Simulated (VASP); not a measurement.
# Ca8CO in VASP: a series of runs, part 2 of 2

VASP 6.6.1. Earlier steps stand in the parts before.

### Step 3. Single point, PBE

INCAR reads:

```
ALGO     = Normal         # electronic algorithm
DIPOL    = 0.5 0.5 0.287
EDIFF    = 1E-7           # SCF threshold, eV
ENCUT    = 520            # plane-wave cutoff, eV
GGA      = PE             # functional
IDIPOL   = 3            
ISIF     = 2              # what is computed and relaxed
ISMEAR   = 0              # smearing method
LASPH    = T              # aspherical terms in the spheres
LCHARG   = T              # write CHGCAR
LDIPOL   = T            
LELF     = T              # ELF
LREAL    = F              # projectors in reciprocal space
LVACPOTAV= T            
LVHAR    = T            
LWAVE    = F              # write WAVECAR
NBANDS   = 56             # bands
NELM     = 100            # most SCF steps
PREC     = Accurate       # precision mode
SIGMA    = 0.1            # smearing width, eV
```

KPOINTS reads:

```
k-points
0
Gamma
  4 4 1
```

POSCAR reads:

```
Ca8CO
1.0
    7.8132359319      0.0000000000      0.0000000000
    0.0000000000      7.8132359319      0.0000000000
    0.0000000000      0.0000000000     20.6093934330
Ca C O
8 1 1
Direct
    0.2500000000      0.2500000000      0.1940862555
    0.2500000000      0.7500000000      0.1940862555
    0.7500000000      0.2500000000      0.1940862555
    0.7500000000      0.7500000000      0.1940862555
    0.0000000000      0.0000000000      0.3206981057
    0.0000000000      0.5000000000      0.3206981057
    0.5000000000      0.0000000000      0.3206981057
    0.5000000000      0.5000000000      0.3206981057
    0.1067174971      0.7500000000      0.4060960581
    0.3932825029      0.7500000000      0.4060960581
```

Potentials or basis: VASP PAW PBE potentials, release 64 (Ca_sv, C, O).

Command:

```console
$ cat potpaw_PBE.64/Ca_sv/POTCAR potpaw_PBE.64/C/POTCAR potpaw_PBE.64/O/POTCAR > POTCAR
$ mpirun -np 1 vasp_std > vasp.out
```

OUTCAR:

```text
EDIFF = 1E-7
   ENCUT = 520
   GGA = PE
   ISIF = 2
   ISMEAR = 0
   LASPH = T
   LREAL = F
   NELM = 100
   PREC = Accurate

 ion  position               nearest neighbor table
   1  0.250  0.250  0.194-
   2  0.250  0.750  0.194-
   3  0.750  0.250  0.194-
   4  0.750  0.750  0.194-
   5  0.000  0.000  0.321-
   6  0.000  0.500  0.321-
   7  0.500  0.000  0.321-
   8  0.500  0.500  0.321-
   9  0.107  0.750  0.406-
  10  0.393  0.750  0.406-

  LATTYP: Found a simple tetragonal cell.
 ALAT       =     7.8132359319
 C/A-ratio  =     2.6377538849

  Lattice vectors:

 A1 = (   7.8132359319,   0.0000000000,   0.0000000000)
 A2 = (   0.0000000000,   7.8132359319,   0.0000000000)
 A3 = (   0.0000000000,   0.0000000000,  20.6093934330)

Analysis of symmetry for initial positions (statically):
=====================================================================
 Subroutine PRICEL returns:
 Original cell was already a primitive cell.

 Routine SETGRP: Setting up the symmetry group for a
 simple tetragonal supercell.

 Subroutine GETGRP returns: Found  2 space group operations
 (whereof  1 operations were pure point group operations)
 out of a pool of 16 trial point group operations.

The static configuration has the point symmetry C_1 .
 The point group associated with its full space group is C_1h.

Analysis of symmetry for dynamics (positions and initial velocities):
=====================================================================
 Subroutine PRICEL returns:
 Original cell was already a primitive cell.

 Routine SETGRP: Setting up the symmetry group for a
 simple tetragonal supercell.
[... 130 lines left out ...]
   LORBIT       =      0    0 simple, 1 ext, 2 COOP (PROOUT), +10 PAW based schemes
   GGA     = PE    functional components
   LHFCALC =     F    Hartree Fock is set to
   AEXX    =    0.0000 exact exchange contribution
   IVDW    =     0    specifies the selected vdW correction
   LEPSILON=     F    determine dielectric tensor
   LRPA    =     F    only Hartree local field effects (RPA)
 non-spin polarized calculation
 Gauss-broadening in eV      SIGMA  =   0.10
  energy-cutoff  :      520.00
  volume of cell :     1258.13
 maximum number of plane-waves:     33903
 NGX is ok and might be reduce to    60
   NGX = 29   NGY = 29   NGZ = 77

 number of electron      90.0000023 magnetization

 dipolmoment           0.000000      0.000000      0.627211 electrons x Angstroem

 Free energy of the ion-electron system (eV)
  ---------------------------------------------------
  ext. energy  EPLUGINS =         0.00000000
  ---------------------------------------------------
  free energy    TOTEN  =       -22.85306538 eV

  energy without entropy =      -22.76521485  energy(sigma->0) =      -22.80914011

 E-fermi :  -2.0348     XC(G=0):  -2.9807

 val. band max:       -2.0386659555   @ k =   0.0000   0.2500   0.0000
 cond. band min:      -2.0333558673   @ k =   0.5000   0.5000   0.0000
 fundamental gap:      0.0053100882
 Fermi energy:        -2.0347719263

 k-point     1 :       0.0000    0.0000    0.0000
  band No.  band energies     occupation
      1     -44.6290      2.00000
      2     -44.5435      2.00000
      3     -44.5109      2.00000
      4     -44.4971      2.00000
      5     -44.0949      2.00000
      6     -44.0905      2.00000
[... 520 lines left out ...]
     55      -0.9258      0.00000
     56      -0.7971      0.00000

------------------------ aborting loop because EDIFF is reached ----------------------------------------

  FORCE on cell =-STRESS in cart. coord.  units (eV):
  Direction    XX          YY          ZZ          XY          YZ          ZX
  --------------------------------------------------------------------------------------
  -------------------------------------------------------------------------------------
  Total       -8.1917675     -6.6322880     -4.7318845      0.0000000      0.0000000      1.0542510
  in kB      -10.4318447     -8.4459183     -6.0258404      0.0000000      0.0000000      1.3425409
  external PRESSURE =      -8.3012011 kB  Pullay stress =       0.0000000 kB

 VOLUME and BASIS-vectors are now :
 -----------------------------------------------------------------------------
  energy-cutoff  :      520.00
  volume of cell :     1258.13
      direct lattice vectors                 reciprocal lattice vectors
     7.813235932  0.000000000  0.000000000     0.127987944  0.000000000  0.000000000
     0.000000000  7.813235932  0.000000000     0.000000000  0.127987944  0.000000000
     0.000000000  0.000000000 20.609393433     0.000000000  0.000000000  0.048521564

 POSITION                                       TOTAL-FORCE (eV/Angst)
 -----------------------------------------------------------------------------------
      1.95331      1.95331      4.00000         0.007126      0.000000     -0.168672
      1.95331      5.85993      4.00000        -0.043304      0.000000     -0.115901
      5.85993      1.95331      4.00000        -0.000555      0.000000     -0.085476
      5.85993      5.85993      4.00000         0.052322      0.000000     -0.219525
      0.00000      0.00000      6.60939         0.320299     -0.535629      0.777075
      0.00000      3.90662      6.60939         0.320299      0.535629      0.777075
      3.90662      0.00000      6.60939        -0.639165     -1.083641      1.280570
      3.90662      3.90662      6.60939        -0.639165      1.083641      1.280570
      0.83381      5.85993      8.36939         2.198895      0.000000     -1.479514
      3.07281      5.85993      8.36939        -1.576751      0.000000     -2.046203
 -----------------------------------------------------------------------------------
    total drift:                                0.000058      0.000000      0.000338

  FREE ENERGIE OF THE ION-ELECTRON SYSTEM (eV)
  ---------------------------------------------------
  free  energy   TOTEN  =       -22.8530653767 eV

  energy  without entropy=      -22.7652148532  energy(sigma->0) =      -22.80914011

 vacuum level on the upper side and lower side of the slab         2.637         0.777
```

stdout:

```text
POSCAR found type information on POSCAR CaC O
 POSCAR found :  3 types and      10 ions
 scaLAPACK will be used
 LDA part: xc-table for (Slater+PW92), standard interpolation
 POSCAR, INCAR and KPOINTS ok, starting setup
 FFT: planning ... GRIDC
 FFT: planning ... GRID_SOFT
 FFT: planning ... GRID
 WAVECAR not read
 entering main loop
 -----------------------------------------------------------------------------
|                                                                             |
|           W    W    AA    RRRRR   N    N  II  N    N   GGGG   !!!           |
|           W    W   A  A   R    R  NN   N  II  NN   N  G    G  !!!           |
|           W    W  A    A  R    R  N N  N  II  N N  N  G       !!!           |
|           W WW W  AAAAAA  RRRRR   N  N N  II  N  N N  G  GGG   !            |
|           WW  WW  A    A  R   R   N   NN  II  N   NN  G    G                |
|           W    W  A    A  R    R  N    N  II  N    N   GGGG   !!!           |
|                                                                             |
|     Did not find any points to average over, which means that no vacuum     |
|     field-free region was found. Please increase the size of  your cell     |
|     in the dimension of the dipole correction to obtain accurate            |
|     workfunction values.                                                    |
|                                                                             |
 -----------------------------------------------------------------------------
```

Wall time 29 min (1 thread of Intel Xeon Platinum 8488C (Sapphire Rapids), shared host); peak memory 1.3 GiB.

Results:

```
Free energy            : -22.8531 eV
Largest force          : 2.650 eV/Å
Band gap on the k mesh : zero (bands 45 and 46 overlap by 0.04 eV)
```

Forces in eV/Å, atoms in the order of the input:
```
Ca   0.007  0.000 -0.169
Ca  -0.043  0.000 -0.116
Ca  -0.001  0.000 -0.085
Ca   0.052  0.000 -0.220
Ca   0.320 -0.536  0.777
Ca   0.320  0.536  0.777
Ca  -0.639 -1.084  1.281
Ca  -0.639  1.084  1.281
C    2.199  0.000 -1.480
O   -1.577  0.000 -2.046
```

Levels at points of the mesh, in eV from the Fermi level:
| k point | band 42 | band 43 | band 44 | band 45 | band 46 | band 47 | band 48 | band 49 |
| --- | --- | --- | --- | --- | --- | --- | --- | --- |
| (0.00, 0.00, 0.00) | -0.87 | -0.85 | -0.27 | -0.01 | 0.06 | 0.22 | 0.45 | 0.49 |
| (0.50, 0.00, 0.00) | -0.70 | -0.58 | -0.48 | -0.32 | -0.02 | 0.13 | 0.51 | 0.54 |
| (0.00, 0.50, 0.00) | -0.63 | -0.59 | -0.57 | -0.30 | 0.02 | 0.10 | 0.47 | 0.58 |
| (0.50, 0.50, 0.00) | -0.47 | -0.35 | -0.28 | 0.00 | 0.03 | 0.42 | 0.68 | 0.69 |

### Step 4. Single point, PBE

INCAR reads:

```
SYSTEM = Ca8CO
ALGO = Normal
DIPOL = 0.5 0.5 0.281
EDIFF = 1E-6
ENCUT = 520
GGA = PE
IDIPOL = 3
ISIF = 2
ISMEAR = 0
LASPH = .TRUE.
LCHARG = .FALSE.
LDIPOL = .TRUE.
LREAL = .FALSE.
LWAVE = .FALSE.
NBANDS = 56
NELM = 100
PREC = Accurate
SIGMA = 0.1
```

KPOINTS reads:

```
k-points
0
G
  4 4 1
  0 0 0
```

POSCAR, as its differences from that of step 3:

```diff
@@ -16,3 +16,3 @@
     0.5000000000      0.5000000000      0.3206981057
-    0.1067174971      0.7500000000      0.4060960581
-    0.3932825029      0.7500000000      0.4060960581
+    0.0554583257      0.7500000000      0.3750422572
+    0.4445416743      0.7500000000      0.3750422572
```

Command:

```console
$ cat potpaw_PBE.64/Ca_sv/POTCAR potpaw_PBE.64/C/POTCAR potpaw_PBE.64/O/POTCAR > POTCAR
$ mpirun -np 1 vasp_std > vasp.out
```

Run time: 32 min. Hardware: 1 thread of Intel Xeon Platinum 8124M at 3.00GHz (Skylake/Cascade Lake), shared host; peak memory 1.3 GiB.

The run converged. Its results:

```yaml
Free_energy: -24.6595 eV
Largest_force: 2.290 eV/Å
Band_gap_on_the_k_mesh: zero (bands 45 and 46 overlap by 0.07 eV)
```

Forces in eV/Å, atoms in the order of the input:
```
Ca   0.007  0.000 -0.300
Ca  -0.114  0.000  0.144
Ca  -0.001  0.000 -0.225
Ca   0.123  0.000 -0.153
Ca   0.024  0.173  0.329
Ca   0.024 -0.173  0.329
Ca  -0.480 -1.674  1.389
Ca  -0.480  1.674  1.389
C    0.305  0.000 -0.690
O    0.592  0.000 -2.212
```

Levels at points of the mesh, in eV from the Fermi level:
| k point | band 41 | band 42 | band 43 | band 44 | band 45 | band 46 | band 47 | band 48 | band 49 | band 50 |
| --- | --- | --- | --- | --- | --- | --- | --- | --- | --- | --- |
| (0.00, 0.00, 0.00) | -0.88 | -0.85 | -0.55 | -0.27 | -0.01 | 0.05 | 0.20 | 0.52 | 0.53 | 0.61 |
| (0.50, 0.00, 0.00) | -0.68 | -0.60 | -0.49 | -0.39 | -0.34 | -0.06 | 0.28 | 0.39 | 0.66 | 0.69 |
| (0.00, 0.50, 0.00) | -0.52 | -0.50 | -0.47 | -0.30 | -0.12 | 0.05 | 0.10 | 0.33 | 0.61 | 0.77 |
| (0.50, 0.50, 0.00) | -1.18 | -0.54 | -0.26 | -0.19 | -0.18 | 0.09 | 0.47 | 0.56 | 0.85 | 0.89 |

### Step 5. Single point, PBE

INCAR reads:

```
PREC = Accurate ; ENCUT = 520
EDIFF = 1E-7 ; ISMEAR = 0
SIGMA = 0.1 ; LREAL = F
LASPH = T ; NELM = 60
ALGO = Normal ; ISIF = 2
LWAVE = F ; LCHARG = F
LDIPOL = T ; IDIPOL = 3
DIPOL = 0.5 0.5 0.287 ; GGA = PE
NBANDS = 56
```

KPOINTS reads:

```
Automatic mesh
0
Gamma
  4 4 1
```

POSCAR, as its differences from that of step 4:

```diff
@@ -16,3 +16,3 @@
     0.5000000000      0.5000000000      0.3206981057
-    0.0554583257      0.7500000000      0.3750422572
-    0.4445416743      0.7500000000      0.3750422572
+    0.0554583257      0.7500000000      0.4060960581
+    0.4445416743      0.7500000000      0.4060960581
```

Potentials or basis: VASP PAW PBE potentials, release 64 (Ca_sv, C, O).

Command:

```console
$ cat potpaw_PBE.64/Ca_sv/POTCAR potpaw_PBE.64/C/POTCAR potpaw_PBE.64/O/POTCAR > POTCAR
$ mpirun -np 1 vasp_std > vasp.out
```

OUTCAR:

```text
PREC = Accurate
   ENCUT = 520
   EDIFF = 1E-7
   ISMEAR = 0
   LREAL = F
   LASPH = T
   NELM = 60
   ISIF = 2
   GGA = PE

 ion  position               nearest neighbor table
   1  0.250  0.250  0.194-
   2  0.250  0.750  0.194-
   3  0.750  0.250  0.194-
   4  0.750  0.750  0.194-
   5  0.000  0.000  0.321-
   6  0.000  0.500  0.321-
   7  0.500  0.000  0.321-
   8  0.500  0.500  0.321-
   9  0.055  0.750  0.406-
  10  0.445  0.750  0.406-

  LATTYP: Found a simple tetragonal cell.
 ALAT       =     7.8132359319
 C/A-ratio  =     2.6377538849

  Lattice vectors:

 A1 = (   7.8132359319,   0.0000000000,   0.0000000000)
 A2 = (   0.0000000000,   7.8132359319,   0.0000000000)
 A3 = (   0.0000000000,   0.0000000000,  20.6093934330)

Analysis of symmetry for initial positions (statically):
=====================================================================
 Subroutine PRICEL returns:
 Original cell was already a primitive cell.

 Routine SETGRP: Setting up the symmetry group for a
 simple tetragonal supercell.

 Subroutine GETGRP returns: Found  2 space group operations
 (whereof  1 operations were pure point group operations)
 out of a pool of 16 trial point group operations.

The static configuration has the point symmetry C_1 .
 The point group associated with its full space group is C_1h.

Analysis of symmetry for dynamics (positions and initial velocities):
=====================================================================
 Subroutine PRICEL returns:
 Original cell was already a primitive cell.

 Routine SETGRP: Setting up the symmetry group for a
 simple tetragonal supercell.

[... 132 lines left out ...]
   AEXX    =    0.0000 exact exchange contribution
   IVDW    =     0    specifies the selected vdW correction
   LEPSILON=     F    determine dielectric tensor
   LRPA    =     F    only Hartree local field effects (RPA)
 non-spin polarized calculation
 Gauss-broadening in eV      SIGMA  =   0.10
  energy-cutoff  :      520.00
  volume of cell :     1258.13
 maximum number of plane-waves:     33903
 NGX is ok and might be reduce to    60
   NGX = 29   NGY = 29   NGZ = 77

 number of electron      90.0000022 magnetization

 dipolmoment           0.000000      0.000000      0.800198 electrons x Angstroem

 Free energy of the ion-electron system (eV)
  ---------------------------------------------------
  ext. energy  EPLUGINS =         0.00000000
  ---------------------------------------------------
  free energy    TOTEN  =       -22.19625503 eV

  energy without entropy =      -22.10659345  energy(sigma->0) =      -22.15142424

 E-fermi :  -2.2583     XC(G=0):  -2.9832

 val. band max:       -2.2596128746   @ k =   0.0000   0.5000   0.0000
 cond. band min:      -2.2555524650   @ k =   0.5000   0.5000   0.0000
 fundamental gap:      0.0040604096
 Fermi energy:        -2.2582704821

 k-point     1 :       0.0000    0.0000    0.0000
  band No.  band energies     occupation
      1     -44.8669      2.00000
      2     -44.8227      2.00000
      3     -44.7400      2.00000
      4     -44.7259      2.00000
      5     -44.0757      2.00000
      6     -44.0712      2.00000
[... 520 lines left out ...]
     55      -1.1752      0.00000
     56      -1.0326      0.00000

------------------------ aborting loop because EDIFF is reached ----------------------------------------

 vacuum level on the upper side and lower side of the slab       (xc-potential included)         1.110        -1.242

  FORCE on cell =-STRESS in cart. coord.  units (eV):
  Direction    XX          YY          ZZ          XY          YZ          ZX
  --------------------------------------------------------------------------------------
  -------------------------------------------------------------------------------------
  Total       -3.2573393     -7.3772039     -5.9143000      0.0000000      0.0000000      0.6133135
  in kB       -4.1480739     -9.3945348     -7.5315931      0.0000000      0.0000000      0.7810269
  external PRESSURE =      -7.0247339 kB  Pullay stress =       0.0000000 kB

 VOLUME and BASIS-vectors are now :
 -----------------------------------------------------------------------------
  energy-cutoff  :      520.00
  volume of cell :     1258.13
      direct lattice vectors                 reciprocal lattice vectors
     7.813235932  0.000000000  0.000000000     0.127987944  0.000000000  0.000000000
     0.000000000  7.813235932  0.000000000     0.000000000  0.127987944  0.000000000
     0.000000000  0.000000000 20.609393433     0.000000000  0.000000000  0.048521564

 POSITION                                       TOTAL-FORCE (eV/Angst)
 -----------------------------------------------------------------------------------
      1.95331      1.95331      4.00000         0.003948      0.000000     -0.207818
      1.95331      5.85993      4.00000        -0.053994      0.000000     -0.144250
      5.85993      1.95331      4.00000         0.003364      0.000000     -0.152690
      5.85993      5.85993      4.00000         0.065970      0.000000     -0.234490
      0.00000      0.00000      6.60939         0.221332     -0.539474      0.906481
      0.00000      3.90662      6.60939         0.221332      0.539474      0.906481
      3.90662      0.00000      6.60939        -0.419562     -1.403030      1.677901
      3.90662      3.90662      6.60939        -0.419562      1.403030      1.677901
      0.43331      5.85993      8.36939         0.368842      0.000000     -1.585709
      3.47331      5.85993      8.36939         0.008330      0.000000     -2.843809
 -----------------------------------------------------------------------------------
    total drift:                                0.000131      0.000000      0.000262

  FREE ENERGIE OF THE ION-ELECTRON SYSTEM (eV)
  ---------------------------------------------------
  free  energy   TOTEN  =       -22.1962550268 eV

  energy  without entropy=      -22.1065934471  energy(sigma->0) =      -22.15142424

 vacuum level on the upper side and lower side of the slab         2.881         0.474
```

OSZICAR:

```text
N       E                     dE             d eps       ncg     rms          rms(c)
DAV:   1     0.625967572724E+03    0.62597E+03   -0.41643E+04  1456   0.120E+03
DAV:   2     0.552912159560E+02   -0.57068E+03   -0.56197E+03  1152   0.334E+02
DAV:   3    -0.204895025796E+02   -0.75781E+02   -0.73232E+02  1488   0.662E+01
DAV:   4    -0.313807095170E+02   -0.10891E+02   -0.10769E+02  1728   0.271E+01
[... 26 lines left out ...]
DAV:  31    -0.221962539304E+02   -0.76012E-06   -0.99857E-11   712   0.303E-04    0.294E-04
DAV:  32    -0.221962546351E+02   -0.70470E-06   -0.51017E-09   672   0.316E-04    0.895E-05
DAV:  33    -0.221962548636E+02   -0.22852E-06    0.55000E-09   696   0.196E-04    0.974E-05
DAV:  34    -0.221962550090E+02   -0.14536E-06    0.47578E-09   656   0.169E-04    0.637E-05
DAV:  35    -0.221962550268E+02   -0.17848E-07    0.97255E-09   672   0.123E-04
   1 F= -.22196255E+02 E0= -.22151424E+02  d E =-.896616E-01
```

Wall time 37 min (1 thread of Intel Xeon Platinum 8124M at 3.00GHz (Skylake/Cascade Lake), shared host); peak memory 1.3 GiB.

What came out:

* Free energy: -22.1963 eV
* Largest force: 2.844 eV/Å
* Band gap on the k mesh: zero (bands 45 and 46 overlap by 0.10 eV)

Forces in eV/Å, atoms in the order of the input:
```
Ca   0.004  0.000 -0.208
Ca  -0.054  0.000 -0.144
Ca   0.003  0.000 -0.153
Ca   0.066  0.000 -0.234
Ca   0.221 -0.539  0.906
Ca   0.221  0.539  0.906
Ca  -0.420 -1.403  1.678
Ca  -0.420  1.403  1.678
C    0.369  0.000 -1.586
O    0.008  0.000 -2.844
```

Levels at points of the mesh, in eV from the Fermi level:
```tsv
k point	band 43	band 44	band 45	band 46	band 47	band 48
(0.00, 0.00, 0.00)	-0.56	-0.28	0.00	0.05	0.25	0.46
(0.50, 0.00, 0.00)	-0.54	-0.41	-0.27	-0.06	0.15	0.25
(0.00, 0.50, 0.00)	-0.52	-0.42	-0.22	0.00	0.09	0.47
(0.50, 0.50, 0.00)	-0.36	-0.22	-0.05	0.00	0.42	0.45
```

### Step 6. The runs side by side

| cell | gap on the mesh (eV) | largest force (eV/Å) |
| --- | --- | --- |
| as given, atomic positions A | none | 2.01 |
| as given, atomic positions B | none | 2.65 |
| as given, atomic positions C | none | 2.29 |
| as given, atomic positions D | none | 2.84 |

Alike in all rows: task single point; level PBE; potentials or basis VASP PAW PBE potentials, release 64 (Ca_sv, C, O); no spin polarisation; k mesh 4 × 4 × 1; cutoff (eV) 520; smearing gaussian 0.1 eV.

Total energies depend on the potentials used, so only differences within one code and one set of settings carry meaning.

The gap in the log of VASP goes by the Fermi energy; the results here count the filled bands.